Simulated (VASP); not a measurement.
# Be (Fm-3m) in VASP: single point with LDA

Aim: the single point of Be with LDA.

All numbers are computed with VASP 6.6.1; they aren't measurements. Logs are shortened: lines on timing, memory, paths and dates and some standing lists are left out, and cuts for length are marked.

### 1 The cell of the first run

Symmetry: Fm-3m, No. 225, cubic system. Conventional cell: a = 3.113 Å, b = 3.113 Å, c = 3.113 Å, α = 90.00°, β = 90.00°, γ = 90.00°. Within 2.9 Å of Be (site symmetry m-3m) lie 12 Be at 2.20 Å.

### 2 Single point, LDA

File INCAR:

```
  ALGO = Normal
  EDIFF = 1E-7
  ENCUT = 520
  GGA = CA
  ISIF = 2
  ISMEAR = -1
  LASPH = T
  LCHARG = T
  LELF = T
  LREAL = F
  LVHAR = T
  LWAVE = F
  NBANDS = 7
  NELM = 60
  PREC = Accurate
  SIGMA = 0.13605693000000002
```

File KPOINTS:

```
k-points
0
Gamma
  18 18 18
```

File POSCAR:

```
Be
1.0
    0.0000000000      1.5563733417      1.5563733417
    1.5563733417      0.0000000000      1.5563733417
    1.5563733417      1.5563733417      0.0000000000
Be
1
Direct
    0.0000000000      0.0000000000      0.0000000000
```

Potentials or basis: VASP PAW LDA potentials, release 64 (Be).

Run with:

```console
$ cat potpaw_LDA.64/Be/POTCAR > POTCAR
$ mpirun -np 1 vasp_std > vasp.out
```

OUTCAR:

```text
EDIFF = 1E-7
   ENCUT = 520
   GGA = CA
   ISIF = 2
   ISMEAR = -1
   LASPH = T
   LREAL = F
   NELM = 60
   PREC = Accurate

 ion  position               nearest neighbor table
   1  0.000  0.000  0.000-

  LATTYP: Found a face centered cubic cell.
 ALAT       =     3.1127466834

  Lattice vectors:

 A1 = (   0.0000000000,   1.5563733417,   1.5563733417)
 A2 = (   1.5563733417,   0.0000000000,   1.5563733417)
 A3 = (   1.5563733417,   1.5563733417,   0.0000000000)

Analysis of symmetry for initial positions (statically):
=====================================================================
 Subroutine PRICEL returns:
 Original cell was already a primitive cell.

 Routine SETGRP: Setting up the symmetry group for a
 face centered cubic supercell.

 Subroutine GETGRP returns: Found 48 space group operations
 (whereof 48 operations were pure point group operations)
 out of a pool of 48 trial point group operations.

The static configuration has the point symmetry O_h .

Analysis of symmetry for dynamics (positions and initial velocities):
=====================================================================
 Subroutine PRICEL returns:
 Original cell was already a primitive cell.

 Routine SETGRP: Setting up the symmetry group for a
 face centered cubic supercell.

 Subroutine GETGRP returns: Found 48 space group operations
 (whereof 48 operations were pure point group operations)
 out of a pool of 48 trial point group operations.

The dynamic configuration has the point symmetry O_h .

 Subroutine INISYM returns: Found 48 space group operations
 (whereof 48 operations are pure point group operations),
 and found     1 'primitive' translations

----------------------------------------------------------------------------------------

                                     Primitive cell

  volume of cell :       7.5400

  direct lattice vectors                    reciprocal lattice vectors
     0.000000000  1.556373342  1.556373342    -0.321259679  0.321259679  0.321259679
     1.556373342  0.000000000  1.556373342     0.321259679 -0.321259679  0.321259679
     1.556373342  1.556373342  0.000000000     0.321259679  0.321259679 -0.321259679

  length of vectors
     2.201044288  2.201044288  2.201044288     0.556438086  0.556438086  0.556438086

  position of ions in fractional coordinates (direct lattice)
     0.000000000  0.000000000  0.000000000

  ion indices of the primitive-cell ions
   primitive index   ion index
                 1           1

----------------------------------------------------------------------------------------

 KPOINTS: k-points

Automatic generation of k-mesh.
 Grid dimensions read from file:
 generate k-points for:   18   18   18

 Generating k-lattice:

  Cartesian coordinates                     Fractional coordinates (reciprocal lattice)
    -0.017847760  0.017847760  0.017847760     0.055555556  0.000000000  0.000000000
     0.017847760 -0.017847760  0.017847760     0.000000000  0.055555556  0.000000000
     0.017847760  0.017847760 -0.017847760     0.000000000  0.000000000  0.055555556

  Length of vectors
     0.030913227  0.030913227  0.030913227

  Shift w.r.t. Gamma in fractional coordinates (k-lattice)
     0.000000000  0.000000000  0.000000000

 Subroutine IBZKPT returns following result:
 ===========================================

 Found    195 irreducible k-points:

 Following reciprocal coordinates:
            Coordinates               Weight
  0.000000  0.000000  0.000000      1.000000
  0.055556  0.000000  0.000000      8.000000
  0.111111  0.000000  0.000000      8.000000
  0.166667  0.000000  0.000000      8.000000
  0.222222  0.000000  0.000000      8.000000
  0.277778  0.000000  0.000000      8.000000
[... 16 lines left out ...]
 -0.277778  0.055556  0.000000     24.000000
 -0.222222  0.055556  0.000000     24.000000
 [... further k-points ...]
   k-points           NKPTS =    195   k-points in BZ     NKDIM =    195   number of bands    NBANDS=      7
   number of dos      NEDOS =    301   number of ions     NIONS =      1
   total plane-waves  NPLWV =   4096
   dimension x,y,z NGX =    16 NGY =   16 NGZ =   16
   dimension x,y,z NGXF=    32 NGYF=   32 NGZF=   32
   ions per type =               1
   NGX,Y,Z   is equivalent  to a cutoff of  12.08, 12.08, 12.08 a.u.
   NGXF,Y,Z  is equivalent  to a cutoff of  24.17, 24.17, 24.17 a.u.
 SYSTEM =  unknown system
   PREC   = accura    normal or accurate (medium, high low for compatibility)
   ISTART =      0    job   : 0-new  1-cont  2-samecut
   ICHARG =      2    charge: 1-file 2-atom 10-const
   ISPIN  =      1    spin polarized calculation?
   LNONCOLLINEAR =      F non collinear calculations
   LSORBIT =      F    spin-orbit coupling
   LASPH  =      T    aspherical Exc in radial PAW
   ENCUT  =  520.0 eV  38.22 Ry    6.18 a.u.   4.09  4.09  4.09*2*pi/ulx,y,z
   NELM   =     60;   NELMIN=  2; NELMDL= -5     # of ELM steps
   EDIFF  = 0.1E-06   stopping-criterion for ELM
   LREAL  =      F    real-space projection
   EDIFFG = 0.1E-05   stopping-criterion for IOM
   NSW    =      0    number of steps for IOM
   IBRION =     -1    ionic relax: 0-MD 1-quasi-New 2-CG
   NFREE  =      0    steps in history (QN), initial steepest desc. (CG)
   ISIF   =      2    stress and relaxation
   ISYM   =      2    0-nonsym 1-usesym 2-fastsym
   POTIM  = 0.5000    time-step for ionic-motion
   TEBEG  =    0.0;   TEEND  =   0.0 temperature during run
   PSTRESS=    0.0 pullay stress
   NELECT =       2.0000    total number of electrons
   NUPDOWN=      -1.0000    fix difference up-down
   EMIN   =  10.00;   EMAX   =-10.00  energy-range for DOS
   EFERMI =   0.00;   METHOD = LEGACY
   ISMEAR =    -1;   SIGMA  =   0.14  broadening in eV -4-tet -1-fermi 0-gaus
   EFERMI_NEDOS =   21; number of points for ismear=-14 and -15
   IALGO  =     38    algorithm
   IMIX   =      4    mixing-type and parameters
     AMIX     =   0.40;   BMIX     =  1.00
     AMIX_MAG =   1.60;   BMIX_MAG =  1.00
  volume/ion in A,a.u.               =       7.54        50.88
  Fermi-wavevector in a.u.,A,eV,Ry     =   1.051868  1.987741 15.053830  1.106425
  Thomas-Fermi vector in A             =   2.186928
   LORBIT       =      0    0 simple, 1 ext, 2 COOP (PROOUT), +10 PAW based schemes
   GGA     = CA    functional components
   LHFCALC =     F    Hartree Fock is set to
   AEXX    =    0.0000 exact exchange contribution
   IVDW    =     0    specifies the selected vdW correction
   LEPSILON=     F    determine dielectric tensor
   LRPA    =     F    only Hartree local field effects (RPA)
 non-spin polarized calculation
  energy-cutoff  :      520.00
  volume of cell :        7.54
 maximum number of plane-waves:       212
   NGX =  9   NGY =  9   NGZ =  9

 number of electron       2.0000000 magnetization

 Free energy of the ion-electron system (eV)
  ---------------------------------------------------
  ext. energy  EPLUGINS =         0.00000000
  ---------------------------------------------------
  free energy    TOTEN  =        -4.13547140 eV

  energy without entropy =       -4.12926702  energy(sigma->0) =       -4.13236921

 E-fermi :   7.7042     XC(G=0): -10.7827

 val. band max:        7.3144565001   @ k =  -0.3333   0.3889   0.0556
 cond. band min:       7.8352586709   @ k =  -0.2778   0.5000   0.2222
 fundamental gap:      0.5208021708
 Fermi energy:         7.7042212470

 k-point     1 :       0.0000    0.0000    0.0000
  band No.  band energies     occupation
      1      -4.3015      2.00000
      2      27.4509      0.00000
      3      27.4509      0.00000
      4      27.4509      0.00000
      5      37.6407      0.00000
      6      37.6407      0.00000
      7      37.6407      0.00000

 k-point     2 :       0.0556    0.0000    0.0000
  band No.  band energies     occupation
      1      -4.1994      2.00000
      2      26.6377      0.00000
      3      27.2751      0.00000
      4      27.2751      0.00000
      5      36.4584      0.00000
      6      37.9831      0.00000
      7      37.9831      0.00000

 k-point     3 :       0.1111    0.0000    0.0000
  band No.  band energies     occupation
      1      -3.8931      2.00000
      2      24.4742      0.00000
      3      26.8282      0.00000
      4      26.8282      0.00000
      5      35.7745      0.00000
      6      38.8222      0.00000
      7      38.8222      0.00000

 k-point     4 :       0.1667    0.0000    0.0000
  band No.  band energies     occupation
      1      -3.3829      2.00000
      2      21.6287      0.00000
      3      26.2675      0.00000
      4      26.2675      0.00000
      5      35.9700      0.00000
      6      39.4674      0.00000
      7      39.4674      0.00000

 k-point     5 :       0.2222    0.0000    0.0000
  band No.  band energies     occupation
      1      -2.6706      2.00000
      2      18.6165      0.00000
      3      25.7179      0.00000
      4      25.7179      0.00000
      5      36.6641      0.00000
      6      38.9396      0.00000
      7      38.9396      0.00000

 k-point     6 :       0.2778    0.0000    0.0000
  band No.  band energies     occupation
      1      -1.7630      2.00000
      2      15.6880      0.00000
      3      25.2490      0.00000
      4      25.2490      0.00000
      5      37.4457      0.00000
      6      37.6987      0.00000
      7      37.6987      0.00000

 k-point     7 :       0.3333    0.0000    0.0000
  band No.  band energies     occupation
      1      -0.6804      2.00000
      2      12.9722      0.00000
      3      24.8895      0.00000
      4      24.8895      0.00000
      5      36.4750      0.00000
      6      36.4750      0.00000
      7      37.5105      0.00000

 k-point     8 :       0.3889    0.0000    0.0000
  band No.  band energies     occupation
      1       0.5193      2.00000
      2      10.5801      0.00000
      3      24.6439      0.00000
      4      24.6439      0.00000
      5      35.5172      0.00000
      6      35.5172      0.00000
      7      37.0115      0.00000

 k-point     9 :       0.4444    0.0000    0.0000
  band No.  band energies     occupation
      1       1.6546      2.00000
      2       8.7205      0.00114
      3      24.5038      0.00000
      4      24.5038      0.00000
      5      34.9154      0.00000
      6      34.9154      0.00000
      7      36.6129      0.00000

 k-point    10 :       0.5000    0.0000    0.0000
  band No.  band energies     occupation
      1       2.2022      2.00000
      2       7.9301      0.31940
      3      24.4587      0.00000
      4      24.4587      0.00000
      5      34.7106      0.00000
      6      34.7106      0.00000
      7      36.4717      0.00000

 k-point    11 :       0.0556    0.0556    0.0000
  band No.  band energies     occupation
      1      -4.1653      2.00000
      2      26.7203      0.00000
      3      26.7203      0.00000
      4      27.4606      0.00000
      5      35.4060      0.00000
      6      38.6108      0.00000
      7      38.6108      0.00000
[... 51 lines left out ...]
 k-point    17 :       0.3889    0.0556    0.0000
  band No.  band energies     occupation
      1       0.2149      2.00000
      2      11.3776      0.00000
      3      23.7534      0.00000
      4      25.0219      0.00000
      5      33.1533      0.00000
      6      37.0150      0.00000
      7      39.7099      0.00000

 k-point    18 :       0.4444    0.0556    0.0000
  band No.  band energies     occupation
      1       1.4160      2.00000
      2       9.2958      0.00002
      3      23.8014      0.00000
      4      24.5338      0.00000
      5      32.7292      0.00000
      6      36.0611      0.00000
      7      39.3305      0.00000

 k-point    19 :       0.5000    0.0556    0.0000
  band No.  band energies     occupation
      1       2.2553      2.00000
      2       8.0522      0.14380
      3      24.0047      0.00000
      4      24.1169      0.00000
      5      32.6814      0.00000
      6      35.4336      0.00000
      7      39.1535      0.00000

 k-point    20 :      -0.4444    0.0556    0.0000
  band No.  band energies     occupation
      1       2.0601      2.00000
      2       8.3268      0.02038
      3      23.8045      0.00000
      4      24.3384      0.00000
      5      32.9949      0.00000
      6      35.1733      0.00000
      7      39.2821      0.00000

 k-point    21 :      -0.3889    0.0556    0.0000
  band No.  band energies     occupation
      1       1.0285      2.00000
      2       9.9200      0.00000
      3      23.6291      0.00000
      4      24.7735      0.00000
      5      33.6389      0.00000
      6      35.3074      0.00000
      7      39.6752      0.00000

 k-point    22 :      -0.3333    0.0556    0.0000
  band No.  band energies     occupation
      1      -0.1885      2.00000
      2      12.1701      0.00000
      3      23.6157      0.00000
      4      25.2815      0.00000
      5      34.5695      0.00000
      6      35.8454      0.00000
      7      39.7813      0.00000

 k-point    23 :      -0.2778    0.0556    0.0000
  band No.  band energies     occupation
      1      -1.3241      2.00000
      2      14.7873      0.00000
      3      23.7789      0.00000
      4      25.8365      0.00000
      5      35.6779      0.00000
      6      36.7630      0.00000
      7      38.7298      0.00000

 k-point    24 :      -0.2222    0.0556    0.0000
  band No.  band energies     occupation
      1      -2.2957      2.00000
      2      17.6448      0.00000
      3      24.1220      0.00000
      4      26.4092      0.00000
      5      36.3199      0.00000
      6      37.9461      0.00000
      7      38.3233      0.00000

 [... further k-points ...]
[... 5 lines left out ...]
  --------------------------------------------------------------------------------------
  -------------------------------------------------------------------------------------
  Total       -0.0009718     -0.0009718     -0.0009718      0.0000000     -0.0000000      0.0000000
  in kB       -0.2065055     -0.2065055     -0.2065055      0.0000000     -0.0000000      0.0000000
  external PRESSURE =      -0.2065055 kB  Pullay stress =       0.0000000 kB

 VOLUME and BASIS-vectors are now :
 -----------------------------------------------------------------------------
  energy-cutoff  :      520.00
  volume of cell :        7.54
      direct lattice vectors                 reciprocal lattice vectors
     0.000000000  1.556373342  1.556373342    -0.321259679  0.321259679  0.321259679
     1.556373342  0.000000000  1.556373342     0.321259679 -0.321259679  0.321259679
     1.556373342  1.556373342  0.000000000     0.321259679  0.321259679 -0.321259679

 POSITION                                       TOTAL-FORCE (eV/Angst)
 -----------------------------------------------------------------------------------
      0.00000      0.00000      0.00000        -0.000000      0.000000      0.000000
 -----------------------------------------------------------------------------------
    total drift:                                0.000000     -0.000000      0.000000

  FREE ENERGIE OF THE ION-ELECTRON SYSTEM (eV)
  ---------------------------------------------------
  free  energy   TOTEN  =        -4.1354713972 eV

  energy  without entropy=       -4.1292670195  energy(sigma->0) =       -4.13236921
```

Wall time 2.8 s (1 thread of Intel Xeon 6975P-C (Granite Rapids), shared host); peak memory 0.11 GiB.

Results:

```yaml
Free_energy: -4.1355 eV
Pressure: 0.0 GPa
Band_gap_on_the_k_mesh: zero (band 1 reaches 7.86 eV, above the bottom of band 2 at 7.31 eV)
```
